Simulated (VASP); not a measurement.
# SbC3N3 (C2) in VASP: single point with r2SCAN

Aim: the single point of SbC3N3 with r2SCAN.

Program: VASP 6.6.1. These are calculated values, not measurements. Logs are shortened: lines on timing, memory, paths and dates and some standing lists are left out, and cuts for length are marked.

## Step 1: The cell of the first run

Symmetry: C2, No. 5, monoclinic system. Conventional cell: a = 9.416 Å, b = 7.015 Å, c = 9.261 Å, α = 90.00°, β = 95.66°, γ = 90.00°. Within 2.9 Å of Sb (site symmetry 1) lie 3 C at 2.18 to 2.20 Å and 3 N at 2.64 to 2.77 Å. Within 1.6 Å of C (site symmetry 1) lie 1 N at 1.15 Å. Within 1.6 Å of C (site symmetry 1) lie 1 N at 1.15 Å. Within 1.5 Å of C (site symmetry 1) lie 1 N at 1.15 Å. N (site symmetry 1) has 1 C at 1.15 Å within 1.5 Å. Within 1.6 Å of N (site symmetry 1) lie 1 C at 1.15 Å. N (site symmetry 1) has 1 C at 1.15 Å within 1.6 Å.

## Step 2: Single point, r2SCAN

Contents of POSCAR:

```
SbC3N3
1.0
    4.7028279948      3.5074621175      0.2227258381
    4.7028279948     -3.5074621175      0.2227258381
    1.3490975013      0.0000000000     -9.1622573129
Sb C N
2 6 6
Direct
    0.3053840837      0.3354846855      0.7395347618
    0.6645153145      0.6946159163      0.2604652382
    0.4358042445      0.0274357959      0.6066660793
    0.9725642041      0.5641957555      0.3933339207
    0.9609861743      0.2544413093      0.7474783245
    0.7455586907      0.0390138257      0.2525216755
    0.3868620089      0.0794246926      0.9252344877
    0.9205753074      0.6131379911      0.0747655123
    0.4436056769      0.9538328911      0.0263547147
    0.0461671089      0.5563943231      0.9736452853
    0.7729481389      0.2291875703      0.7484918063
    0.7708124297      0.2270518611      0.2515081937
    0.5125425781      0.8743259605      0.5300113504
    0.1256740395      0.4874574219      0.4699886496
```

Contents of INCAR.step1:

```
SYSTEM = SbC3N3
  ALGO = Normal
  EDIFF = 1E-4
  ENCUT = 520
  GGA = PE
  ISMEAR = -1
  LASPH = .TRUE.
  LCHARG = .FALSE.
  LREAL = .FALSE.
  LWAVE = .TRUE.
  NBANDS = 45
  NELM = 60
  PREC = Accurate
  SIGMA = 0.1
```

Contents of INCAR.step2:

```
SYSTEM = SbC3N3
  ALGO = Normal
  EDIFF = 1E-7
  ENCUT = 520
  ISIF = 2
  ISMEAR = -1
  ISTART = 1
  LASPH = .TRUE.
  LCHARG = .FALSE.
  LMIXTAU = .TRUE.
  LREAL = .FALSE.
  LWAVE = .FALSE.
  METAGGA = R2SCAN
  NBANDS = 45
  NELM = 60
  PREC = Accurate
  SIGMA = 0.1
```

Contents of KPOINTS:

```
k-points
0
G
  4 4 2
  0 0 0
```

Potentials or basis: VASP PAW PBE potentials, release 64 (Sb, C, N).

The run is started by

```sh
$ cat potpaw_PBE.64/Sb/POTCAR potpaw_PBE.64/C/POTCAR potpaw_PBE.64/N/POTCAR > POTCAR
$ cp INCAR.step1 INCAR
$ mpirun -np 1 vasp_std > vasp.out
$ cp INCAR.step2 INCAR
$ mpirun -np 1 vasp_std > vasp.out
```

OUTCAR:

```text
SYSTEM = SbC3N3
   EDIFF = 1E-7
   ENCUT = 520
   ISIF = 2
   ISMEAR = -1
   ISTART = 1
   LASPH = .TRUE.
   LREAL = .FALSE.
   METAGGA = R2SCAN
   NELM = 60
   PREC = Accurate

 ion  position               nearest neighbor table
   1  0.305  0.335  0.740-   7 2.18   3 2.19   5 2.20  11 2.64  10 2.74  14 2.77
   2  0.665  0.695  0.260-   8 2.18   4 2.19   6 2.20  12 2.64   9 2.74  13 2.77
   3  0.436  0.027  0.607-  13 1.15   1 2.19
   4  0.973  0.564  0.393-  14 1.15   2 2.19
   5  0.961  0.254  0.747-  11 1.15   1 2.20
   6  0.746  0.039  0.253-  12 1.15   2 2.20
   7  0.387  0.079  0.925-   9 1.15   1 2.18
   8  0.921  0.613  0.075-  10 1.15   2 2.18
   9  0.444  0.954  0.026-   7 1.15   2 2.74
  10  0.046  0.556  0.974-   8 1.15   1 2.74
  11  0.773  0.229  0.748-   5 1.15   1 2.64
  12  0.771  0.227  0.252-   6 1.15   2 2.64
  13  0.513  0.874  0.530-   3 1.15   2 2.77
  14  0.126  0.487  0.470-   4 1.15   1 2.77

  LATTYP: Found a base centered monoclinic cell.
 ALAT       =     9.4161983725
 B/A-ratio  =     0.7449847547
 C/A-ratio  =     0.9835231098
 COS(beta)  =    -0.0987089672

  Lattice vectors:

 A1 = (  -4.7028279948,  -3.5074621175,  -0.2227258381)
 A2 = (  -4.7028279948,   3.5074621175,  -0.2227258381)
 A3 = (   1.3490975013,   0.0000000000,  -9.1622573129)

Analysis of symmetry for initial positions (statically):
=====================================================================
 Subroutine PRICEL returns:
 Original cell was already a primitive cell.

 Routine SETGRP: Setting up the symmetry group for a
 base centered monoclinic supercell.

 Subroutine GETGRP returns: Found  2 space group operations
 (whereof  2 operations were pure point group operations)
 out of a pool of  4 trial point group operations.

The static configuration has the point symmetry C_2 .

Analysis of symmetry for dynamics (positions and initial velocities):
=====================================================================
 Subroutine PRICEL returns:
 Original cell was already a primitive cell.

 Routine SETGRP: Setting up the symmetry group for a
 base centered monoclinic supercell.

 Subroutine GETGRP returns: Found  2 space group operations
 (whereof  2 operations were pure point group operations)
 out of a pool of  4 trial point group operations.

[... 125 lines left out ...]
   NUPDOWN=      -1.0000    fix difference up-down
   EMIN   =  10.00;   EMAX   =-10.00  energy-range for DOS
   EFERMI =   0.00;   METHOD = LEGACY
   ISMEAR =    -1;   SIGMA  =   0.10  broadening in eV -4-tet -1-fermi 0-gaus
   EFERMI_NEDOS =   21; number of points for ismear=-14 and -15
   IALGO  =     38    algorithm
   IMIX   =      4    mixing-type and parameters
     AMIX     =   0.40;   BMIX     =  1.00
     AMIX_MAG =   1.60;   BMIX_MAG =  1.00
  volume/ion in A,a.u.               =      21.74       146.71
  Fermi-wavevector in a.u.,A,eV,Ry     =   0.973496  1.839640 12.894153  0.947693
  Thomas-Fermi vector in A             =   2.103880
   LORBIT       =      0    0 simple, 1 ext, 2 COOP (PROOUT), +10 PAW based schemes
   METAGGA = R2SCAN    functional components
   LHFCALC =     F    Hartree Fock is set to
   AEXX    =    0.0000 exact exchange contribution
   IVDW    =     0    specifies the selected vdW correction
   LEPSILON=     F    determine dielectric tensor
   LRPA    =     F    only Hartree local field effects (RPA)
 non-spin polarized calculation
  energy-cutoff  :      520.00
  volume of cell :      304.37
 maximum number of plane-waves:      8224
 NGX is ok and might be reduce to    48
   NGX = 21   NGY = 21   NGZ = 35

 number of electron      64.0000000 magnetization

 Free energy of the ion-electron system (eV)
  ---------------------------------------------------
  ext. energy  EPLUGINS =         0.00000000
  ---------------------------------------------------
  free energy    TOTEN  =      -157.06445334 eV

  energy without entropy =     -157.06445334  energy(sigma->0) =     -157.06445334

 E-fermi :   0.1144     XC(G=0):  -7.4532

 val. band max:       -2.0640428117   @ k =   0.0000   0.0000   0.0000
 cond. band min:       2.5207083026   @ k =   0.5000   0.0000   0.5000
 fundamental gap:      4.5847511143
 Fermi energy:         0.1143629233

 k-point     1 :       0.0000    0.0000    0.0000
  band No.  band energies     occupation
      1     -19.3199      2.00000
      2     -19.1986      2.00000
      3     -19.1608      2.00000
      4     -19.0879      2.00000
      5     -19.0827      2.00000
      6     -19.0494      2.00000
[... 647 lines left out ...]
     43       5.2616      0.00000
     44       5.3927      0.00000
 [bands above 44 left out]

------------------------ aborting loop because EDIFF is reached ----------------------------------------

  FORCE on cell =-STRESS in cart. coord.  units (eV):
  Direction    XX          YY          ZZ          XY          YZ          ZX
  --------------------------------------------------------------------------------------
  -------------------------------------------------------------------------------------
  Total        1.5248687      1.4997202      1.4500063      0.0000000      0.0000000     -0.0400787
  in kB        8.0267626      7.8943835      7.6326942      0.0000000      0.0000000     -0.2109705
  external PRESSURE =       7.8512801 kB  Pullay stress =       0.0000000 kB

 VOLUME and BASIS-vectors are now :
 -----------------------------------------------------------------------------
  energy-cutoff  :      520.00
  volume of cell :      304.37
      direct lattice vectors                 reciprocal lattice vectors
     4.702827995  3.507462117  0.222725838     0.105582723  0.142553215  0.015546539
     4.702827995 -3.507462117  0.222725838     0.105582723 -0.142553215  0.015546539
     1.349097501  0.000000000 -9.162257313     0.005133233  0.000000000 -0.108387566

 POSITION                                       TOTAL-FORCE (eV/Angst)
 -----------------------------------------------------------------------------------
      4.01160     -0.10558     -6.63307         0.162147     -0.086558      0.050648
      6.74315     -0.10558     -2.08374        -0.162147     -0.086558     -0.050648
      2.99699      1.43234     -5.45526         0.213005     -0.425509     -0.394567
      7.75776      1.43234     -3.26155        -0.213005     -0.425509      0.394567
      6.72437      2.47818     -6.57788         0.512216      0.337882      0.024429
      4.03039      2.47818     -2.13892        -0.512216      0.337882     -0.024429
      3.44110      1.07832     -8.37338         0.064120     -0.334857      0.508289
      7.31366      1.07832     -0.34342        -0.064120     -0.334857     -0.508289
      6.60747     -1.78960      0.06978        -0.095538      0.380527     -0.553579
      4.14729     -1.78960     -8.78658         0.095538      0.380527      0.553579
      5.72266      1.90722     -6.63467        -0.585380     -0.343539     -0.034507
      5.03209      1.90722     -2.08213         0.585380     -0.343539      0.034507
      7.23724     -1.26894     -4.54721        -0.259484      0.472054      0.419366
      3.51751     -1.26894     -4.16960         0.259484      0.472054     -0.419366
 -----------------------------------------------------------------------------------
    total drift:                                0.000000     -0.002036     -0.000000

  FREE ENERGIE OF THE ION-ELECTRON SYSTEM (eV)
  ---------------------------------------------------
  free  energy   TOTEN  =      -157.0644533378 eV

  energy  without entropy=     -157.0644533376  energy(sigma->0) =     -157.06445334
```

OUTCAR.step1:

```text
SYSTEM = SbC3N3
   EDIFF = 1E-4
   ENCUT = 520
   GGA = PE
   ISMEAR = -1
   LASPH = .TRUE.
[... 917 lines left out ...]
      5.03209      1.90722     -2.08213         1.194887     -0.711389      0.068215
      7.23724     -1.26894     -4.54721        -0.573073      0.973494      0.863499
      3.51751     -1.26894     -4.16960         0.573073      0.973494     -0.863499
 -----------------------------------------------------------------------------------
    total drift:                                0.000000     -0.001784     -0.000000

  FREE ENERGIE OF THE ION-ELECTRON SYSTEM (eV)
  ---------------------------------------------------
  free  energy   TOTEN  =      -104.9565376460 eV

  energy  without entropy=     -104.9565376449  energy(sigma->0) =     -104.95653765
```

Wall time 12 min (1 thread of Intel Xeon Platinum 8375C at 2.90GHz (Ice Lake), shared host); peak memory 0.5 GiB.

Results:

```
Free energy            : -157.0645 eV
Pressure               : 0.8 GPa
Largest force          : 0.683 eV/Å
Band gap on the k mesh : 4.58 eV (least direct gap 4.60 eV)
```

Forces on the atoms (eV/Å):
```
Sb   0.162 -0.087  0.051
Sb  -0.162 -0.087 -0.051
C    0.213 -0.426 -0.395
C   -0.213 -0.426  0.395
C    0.512  0.338  0.024
C   -0.512  0.338 -0.024
C    0.064 -0.335  0.508
C   -0.064 -0.335 -0.508
N   -0.096  0.381 -0.554
N    0.096  0.381  0.554
N   -0.585 -0.344 -0.035
N    0.585 -0.344  0.035
N   -0.259  0.472  0.419
N    0.259  0.472 -0.419
```

Caveat: the PAW data sets were made with another functional, which shifts forces and pressure a little; spin-orbit coupling is left out, which moves the levels of the heavy elements. A k mesh can miss the band edges.
